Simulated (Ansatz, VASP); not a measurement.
One calculation of Re, two programs

```
Re
1.0
     2.73919    0.00000    0.00000
    -1.36959    2.37221    0.00000
     0.00000    0.00000    4.41187
Re
2
Cartesian
  0.0000 1.5815 1.1030
  1.3696 0.7907 3.3089
```

Alike in both runs: task single point; functional LDA; k mesh 13 × 13 × 7; occupations gaussian, width 0.6 eV; no spin polarisation.

|  | VASP | Ansatz |
| --- | --- | --- |
| version | VASP 6.6.1 | Ansatz 0.2.0 |
| potentials or method | VASP PAW LDA potentials, release 64 (Re_sv_GW), cutoff 560 eV | plane waves (420 eV) with PAW, scalar-relativistic |
| valence electrons in the cell | 30 | 30 |

VASP gave:

```
pressure (GPa)                                                : 0.9
traceless stress, the component that is largest in VASP (GPa) : -0.82
```

Estimate Ansatz's values.

pressure (GPa): 0.9; traceless stress, the component that is largest in VASP (GPa): -0.77.

Ansatz warns that its potentials were made for another functional, while VASP's fit it. LDA's correlation is that of Perdew and Zunger in VASP and of Perdew and Wang (1992) in Ansatz.

Neither program's run includes spin-orbit coupling.
